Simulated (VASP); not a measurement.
# P (R-3m) in VASP: notebook

P is run at these levels: PBE+D3(BJ); tasks: single point.

All numbers are computed with VASP 6.6.1; they aren't measurements. Logs are shortened: lines on timing, memory, paths and dates and some standing lists are left out, and cuts for length are marked.

## (1) The cell of the first run

It takes space group R-3m (No. 166, trigonal). Conventional cell: a = 3.466 Å, b = 3.466 Å, c = 9.049 Å, α = 90.00°, β = 90.00°, γ = 120.00°. Within 3.1 Å of P (site symmetry 3m) lie 6 P at 2.31 to 2.73 Å.

## (2) Single point, PBE+D3(BJ) (volume scaled by 1.06, then relaxed in part)

INCAR

```
SYSTEM = P
PREC     = Accurate       ! precision mode
ENCUT    = 520            ! plane-wave cutoff, eV
EDIFF    = 1E-7           ! SCF threshold, eV
ISMEAR   = 0              ! smearing method
SIGMA    = 0.1            ! smearing width, eV
LREAL    = .False.        ! projectors in reciprocal space
LASPH    = .True.         ! aspherical terms in the spheres
NELM     = 100            ! most SCF steps
ALGO     = Normal         ! electronic algorithm
ISIF     = 2              ! what is computed and relaxed
LWAVE    = .False.        ! write WAVECAR
LCHARG   = .False.        ! write CHGCAR
GGA      = PE             ! functional
IVDW     = 12             ! dispersion correction
NBANDS   = 12             ! bands
```

KPOINTS

```
Automatic mesh
0
Gamma
  15 15 15
  0 0 0
```

POSCAR

```
P
1.0
    1.7330226310      1.0005610826      3.0163783656
   -1.7330226310      1.0005610826      3.0163783656
    0.0000000000     -2.0011221650      3.0163783656
P
2
Direct
    0.2306829327      0.2306829327      0.2306829327
    0.7693170673      0.7693170673      0.7693170673
```

Potentials or basis: VASP PAW PBE potentials, release 64 (P).

Run with:

```console
cat potpaw_PBE.64/P/POTCAR > POTCAR
mpirun -np 1 vasp_std > vasp.out
```

OUTCAR:

```text
SYSTEM = P
   PREC = Accurate
   ENCUT = 520
   EDIFF = 1E-7
   ISMEAR = 0
   LREAL = .False.
   LASPH = .True.
   NELM = 100
   ISIF = 2
   GGA = PE
   IVDW = 12
 IVDW          = 12

 ion  position               nearest neighbor table
   1  0.231  0.231  0.231-   2 2.31   2 2.31   2 2.31   2 2.73   2 2.73   2 2.73
   2  0.769  0.769  0.769-   1 2.31   1 2.31   1 2.31   1 2.73   1 2.73   1 2.73

  LATTYP: Found a trigonal (rhomboedric) cell.
 ALAT       =     3.6198105426
 COS(alpha) =     0.5415765949

  Lattice vectors:

 A1 = (   1.7330226310,   1.0005610826,   3.0163783656)
 A2 = (  -1.7330226310,   1.0005610826,   3.0163783656)
 A3 = (   0.0000000000,  -2.0011221650,   3.0163783656)

Analysis of symmetry for initial positions (statically):
=====================================================================
 Subroutine PRICEL returns:
 Original cell was already a primitive cell.

 Routine SETGRP: Setting up the symmetry group for a
 trigonal (rhombohedral) supercell.

 Subroutine GETGRP returns: Found 12 space group operations
 (whereof 12 operations were pure point group operations)
 out of a pool of 12 trial point group operations.

The static configuration has the point symmetry D_3d.

Analysis of symmetry for dynamics (positions and initial velocities):
=====================================================================
 Subroutine PRICEL returns:
 Original cell was already a primitive cell.

 Routine SETGRP: Setting up the symmetry group for a
 trigonal (rhombohedral) supercell.

 Subroutine GETGRP returns: Found 12 space group operations
 (whereof 12 operations were pure point group operations)
 out of a pool of 12 trial point group operations.

The dynamic configuration has the point symmetry D_3d.

 Subroutine INISYM returns: Found 12 space group operations
 (whereof 12 operations are pure point group operations),
 and found     1 'primitive' translations

----------------------------------------------------------------------------------------

                                     Primitive cell

  volume of cell :      31.3823

  direct lattice vectors                    reciprocal lattice vectors
     1.733022631  1.000561083  3.016378366     0.288513255  0.166573205  0.110507799
    -1.733022631  1.000561083  3.016378366    -0.288513255  0.166573205  0.110507799
     0.000000000 -2.001122165  3.016378366     0.000000000 -0.333146411  0.110507799

  length of vectors
     3.619810543  3.619810543  3.619810543     0.350996445  0.350996445  0.350996445

  position of ions in fractional coordinates (direct lattice)
     0.230682933  0.230682933  0.230682933
     0.769317067  0.769317067  0.769317067

  ion indices of the primitive-cell ions
   primitive index   ion index
                 1           1
                 2           2

----------------------------------------------------------------------------------------

 KPOINTS: Automatic mesh

Automatic generation of k-mesh.
 Grid dimensions read from file:
 generate k-points for:   15   15   15

 Generating k-lattice:

  Cartesian coordinates                     Fractional coordinates (reciprocal lattice)
     0.019234217  0.011104880  0.007367187     0.066666667  0.000000000 -0.000000000
    -0.019234217  0.011104880  0.007367187     0.000000000  0.066666667 -0.000000000
     0.000000000 -0.022209761  0.007367187    -0.000000000 -0.000000000  0.066666667

  Length of vectors
     0.023399763  0.023399763  0.023399763

  Shift w.r.t. Gamma in fractional coordinates (k-lattice)
     0.000000000  0.000000000  0.000000000

 Subroutine IBZKPT returns following result:
 ===========================================

 Found    344 irreducible k-points:

 Following reciprocal coordinates:
            Coordinates               Weight
  0.000000  0.000000  0.000000      1.000000
  0.066667  0.000000  0.000000      6.000000
  0.133333 -0.000000  0.000000      6.000000
  0.200000  0.000000  0.000000      6.000000
  0.266667 -0.000000  0.000000      6.000000
  0.333333  0.000000  0.000000      6.000000
[... 16 lines left out ...]
  0.133333  0.133333  0.000000      6.000000
  0.200000  0.133333  0.000000     12.000000
 [... further k-points ...]
   k-points           NKPTS =    344   k-points in BZ     NKDIM =    344   number of bands    NBANDS=     12
   number of dos      NEDOS =    301   number of ions     NIONS =      2
   total plane-waves  NPLWV =  21952
   dimension x,y,z NGX =    28 NGY =   28 NGZ =   28
   dimension x,y,z NGXF=    56 NGYF=   56 NGZF=   56
   ions per type =               2
   NGX,Y,Z   is equivalent  to a cutoff of  12.86, 12.86, 12.86 a.u.
   NGXF,Y,Z  is equivalent  to a cutoff of  25.72, 25.72, 25.72 a.u.
 SYSTEM =  P
   PREC   = accura    normal or accurate (medium, high low for compatibility)
   ISTART =      0    job   : 0-new  1-cont  2-samecut
   ICHARG =      2    charge: 1-file 2-atom 10-const
   ISPIN  =      1    spin polarized calculation?
   LNONCOLLINEAR =      F non collinear calculations
   LSORBIT =      F    spin-orbit coupling
   LASPH  =      T    aspherical Exc in radial PAW
   ENCUT  =  520.0 eV  38.22 Ry    6.18 a.u.   6.73  6.73  6.73*2*pi/ulx,y,z
   NELM   =    100;   NELMIN=  2; NELMDL= -5     # of ELM steps
   EDIFF  = 0.1E-06   stopping-criterion for ELM
   LREAL  =      F    real-space projection
   EDIFFG = 0.1E-05   stopping-criterion for IOM
   NSW    =      0    number of steps for IOM
   IBRION =     -1    ionic relax: 0-MD 1-quasi-New 2-CG
   NFREE  =      0    steps in history (QN), initial steepest desc. (CG)
   ISIF   =      2    stress and relaxation
   ISYM   =      2    0-nonsym 1-usesym 2-fastsym
   POTIM  = 0.5000    time-step for ionic-motion
   TEBEG  =    0.0;   TEEND  =   0.0 temperature during run
   PSTRESS=    0.0 pullay stress
   NELECT =      10.0000    total number of electrons
   NUPDOWN=      -1.0000    fix difference up-down
   EMIN   =  10.00;   EMAX   =-10.00  energy-range for DOS
   EFERMI =   0.00;   METHOD = LEGACY
   ISMEAR =     0;   SIGMA  =   0.10  broadening in eV -4-tet -1-fermi 0-gaus
   EFERMI_NEDOS =   21; number of points for ismear=-14 and -15
   IALGO  =     38    algorithm
   IMIX   =      4    mixing-type and parameters
     AMIX     =   0.40;   BMIX     =  1.00
     AMIX_MAG =   1.60;   BMIX_MAG =  1.00
  volume/ion in A,a.u.               =      15.69       105.89
  Fermi-wavevector in a.u.,A,eV,Ry     =   1.118184  2.113061 17.011841  1.250335
  Thomas-Fermi vector in A             =   2.254813
   LORBIT       =      0    0 simple, 1 ext, 2 COOP (PROOUT), +10 PAW based schemes
   GGA     = PE    functional components
   LHFCALC =     F    Hartree Fock is set to
   AEXX    =    0.0000 exact exchange contribution
   IVDW    =    12    specifies the selected vdW correction
   LEPSILON=     F    determine dielectric tensor
   LRPA    =     F    only Hartree local field effects (RPA)
 non-spin polarized calculation
 Gauss-broadening in eV      SIGMA  =   0.10
  energy-cutoff  :      520.00
  volume of cell :       31.38
 maximum number of plane-waves:       863
   NGX = 13   NGY = 13   NGZ = 13

 number of electron      10.0000001 magnetization

 Free energy of the ion-electron system (eV)
  ---------------------------------------------------
  ext. energy  EPLUGINS =         0.00000000
  ---------------------------------------------------
  free energy    TOTEN  =       -10.64787159 eV

  energy without entropy =      -10.64654952  energy(sigma->0) =      -10.64721055

 E-fermi :   9.2470     XC(G=0): -10.8985

 val. band max:        9.2298726524   @ k =   0.2000   0.2000   0.1333
 cond. band min:       9.2495576200   @ k =   0.3333   0.0667   0.0667
 fundamental gap:      0.0196849676
 Fermi energy:         9.2469801378

 k-point     1 :       0.0000    0.0000    0.0000
  band No.  band energies     occupation
      1      -7.3293      2.00000
      2       6.1486      2.00000
      3       6.3477      2.00000
      4       6.4076      2.00000
      5       6.4076      2.00000
      6      11.0332      0.00000
      7      12.2215      0.00000
      8      12.2215      0.00000
      9      14.8008      0.00000
     10      14.8008      0.00000
     11      15.9712      0.00000
     12      16.1458      0.00000

 k-point     2 :       0.0667    0.0000    0.0000
  band No.  band energies     occupation
      1      -7.2565      2.00000
      2       5.1096      2.00000
      3       6.3236      2.00000
      4       6.3636      2.00000
      5       7.1721      2.00000
      6      11.1868      0.00000
      7      12.1670      0.00000
      8      12.1973      0.00000
      9      14.3828      0.00000
     10      14.4106      0.00000
     11      15.1932      0.00000
     12      16.9075      0.00000

 k-point     3 :       0.1333   -0.0000    0.0000
  band No.  band energies     occupation
      1      -7.0386      2.00000
      2       3.7944      2.00000
      3       6.2431      2.00000
      4       6.2490      2.00000
      5       7.7696      2.00000
      6      11.3177      0.00000
      7      11.8222      0.00000
      8      12.1313      0.00000
      9      13.7840      0.00000
     10      14.3202      0.00000
     11      14.9484      0.00000
     12      18.2735      0.00000
[... 286 lines left out ...]
 k-point    23 :       0.1333    0.1333    0.0000
  band No.  band energies     occupation
      1      -6.9586      2.00000
      2       3.9050      2.00000
      3       5.4820      2.00000
      4       5.7488      2.00000
      5       8.5931      2.00000
      6      10.5732      0.00000
      7      11.3333      0.00000
      8      12.9709      0.00000
      9      14.0445      0.00000
     10      15.3452      0.00000
     11      15.5979      0.00000
     12      16.8567      0.00000

 k-point    24 :       0.2000    0.1333    0.0000
  band No.  band energies     occupation
      1      -6.7028      2.00000
      2       3.0995      2.00000
      3       5.1593      2.00000
      4       5.5833      2.00000
      5       8.3843      2.00000
      6      10.5644      0.00000
      7      11.4540      0.00000
      8      13.0800      0.00000
      9      13.9255      0.00000
     10      15.2981      0.00000
     11      16.3520      0.00000
     12      17.6615      0.00000

 [... further k-points ...]

------------------------ aborting loop because EDIFF is reached ----------------------------------------

 Edisp (eV)   -0.90066

 E8    (eV) :    -0.3412

  FORCE on cell =-STRESS in cart. coord.  units (eV):
  Direction    XX          YY          ZZ          XY          YZ          ZX
  --------------------------------------------------------------------------------------
  -------------------------------------------------------------------------------------
  Total      -0.70162    -0.70162    -0.66307     0.00000    -0.00000     0.00000
  in kB     -35.81997   -35.81997   -33.85228     0.00000    -0.00000     0.00000
  external pressure =      -35.16 kB  Pullay stress =        0.00 kB

 VOLUME and BASIS-vectors are now :
 -----------------------------------------------------------------------------
  energy-cutoff  :      520.00
  volume of cell :       31.38
      direct lattice vectors                 reciprocal lattice vectors
     1.733022631  1.000561083  3.016378366     0.288513255  0.166573205  0.110507799
    -1.733022631  1.000561083  3.016378366    -0.288513255  0.166573205  0.110507799
     0.000000000 -2.001122165  3.016378366     0.000000000 -0.333146411  0.110507799

 POSITION                                       TOTAL-FORCE (eV/Angst)
 -----------------------------------------------------------------------------------
      0.00000      0.00000      2.08748         0.000000     -0.000000     -0.048518
      0.00000      0.00000      6.96165         0.000000      0.000000      0.048518
 -----------------------------------------------------------------------------------
    total drift:                                0.000000      0.000000     -0.000000

  FREE ENERGIE OF THE ION-ELECTRON SYSTEM (eV)
  ---------------------------------------------------
  free  energy   TOTEN  =       -11.5485341814 eV

  energy  without entropy=      -11.5472121092  energy(sigma->0) =      -11.54787315
```

It took 49 s on 1 thread of Intel Xeon 6975P-C (Granite Rapids), shared host; peak memory 0.23 GiB.

What came out:

- Free energy: -11.5485 eV
- Pressure: -3.5 GPa
- Largest force: 0.049 eV/Å
- Band gap on the k mesh: zero (band 5 reaches 9.73 eV, above the bottom of band 6 at 8.83 eV)
- Dispersion energy per atom: -0.450 eV

Forces on the atoms (eV/Å):
```
P    0.000  0.000 -0.049
P    0.000  0.000  0.049
```

Stress tensor (GPa, compression positive):
```
-3.58  0.00  0.00
 0.00 -3.58  0.00
 0.00  0.00 -3.39
```

Caveat: pairwise dispersion overbinds metals, which lowers pressure and volume.

## (3) Single point, PBE+D3(BJ) (volume scaled by 1.10, then relaxed in part)

INCAR

```
SYSTEM = P
  PREC = Accurate
  ENCUT = 520
  EDIFF = 1E-6
  ISMEAR = 0
  SIGMA = 0.1
  LREAL = .False.
  LASPH = .True.
  NELM = 80
  ALGO = Normal
  ISIF = 2
  LWAVE = .False.
  LCHARG = .False.
  GGA = PE
  IVDW = 12
  NBANDS = 12
```

KPOINTS

```
regular mesh
0
Gamma
  15 15 15
  0 0 0
```

POSCAR

```
P
1.0
    1.7443239678      1.0070859125      3.0897746720
   -1.7443239678      1.0070859125      3.0897746720
    0.0000000000     -2.0141718246      3.0897746721
P
2
Direct
    0.2287516039      0.2287516039      0.2287516039
    0.7712483961      0.7712483961      0.7712483961
```

Potentials or basis: VASP PAW PBE potentials, release 64 (P).

Run with:

```console
cat potpaw_PBE.64/P/POTCAR > POTCAR
mpirun -np 1 vasp_std > vasp.out
```

Wall time 42 s (1 thread of Intel Xeon 6975P-C (Granite Rapids), shared host); peak memory 0.23 GiB.

It converged, with:

```yaml
Free_energy: -11.5186 eV
Pressure: -5.1 GPa
Largest_force: 0.046 eV/Å
Band_gap_on_the_k_mesh: zero (band 5 reaches 9.31 eV, above the bottom of band 6 at 8.56 eV)
Dispersion_energy_per_atom: -0.434 eV
```

Forces on the atoms (eV/Å):
```
P    0.000  0.000 -0.046
P    0.000  0.000  0.046
```

Stress tensor (GPa, compression positive):
```
-5.23  0.00  0.00
 0.00 -5.23  0.00
 0.00  0.00 -4.99
```

Levels at points of the mesh, in eV from the Fermi level:
```csv
k point,band 3,band 4,band 5,band 6,band 7,band 8
"(0.00, 0.00, 0.00)",-2.95,-2.86,-2.86,1.51,2.76,2.76
```

Caveat: pairwise dispersion overbinds metals, which lowers pressure and volume.
